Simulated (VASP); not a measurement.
Here is a VASP 6.6.1 calculation.

File INCAR:

```
PREC = Accurate
ENCUT = 520
EDIFF = 1E-7
ISMEAR = -1
SIGMA = 0.05
LREAL = F
LASPH = T
NELM = 150
ALGO = Normal
ISIF = 2
LWAVE = F
LCHARG = T
LMAXMIX = 4
LDAU = T
LDAUTYPE = 2
LDAUL = 2 -1
LDAUU = 8 0
LDAUJ = 0 0
LDAUPRINT = 1
GGA = CA
LELF = T
LVHAR = T
NBANDS = 14
```

KPOINTS

```
Automatic mesh
0
Gamma
  9 9 9
```

File POSCAR:

```
HfN
1.0
    0.0000000000      2.4671829598      2.4671829598
    2.4671829598      0.0000000000      2.4671829598
    2.4671829598      2.4671829598      0.0000000000
Hf N
1 1
Direct
    0.0000000000      0.0000000000      0.0000000000
    0.2500000000      0.2500000000      0.2500000000
```

Potentials or basis: VASP PAW LDA potentials, release 64 (Hf_pv, N).

Run with:

```sh
$ cat potpaw_LDA.64/Hf_pv/POTCAR potpaw_LDA.64/N/POTCAR > POTCAR
$ mpirun -np 1 vasp_std > vasp.out
```

Q: Estimate the pressure.

A: 10.6 GPa.

Eigenvalues of the final occupation matrices:
```csv
site,spin,trace,eigenvalues
site 1 d,1,0.70,0.06 0.06 0.19 0.19 0.19
site 1 d,2,0.70,0.06 0.06 0.19 0.19 0.19
```

Caveat: spin-orbit coupling is left out, which moves the levels of the heavy elements; U without spin polarisation on a metal has little footing.
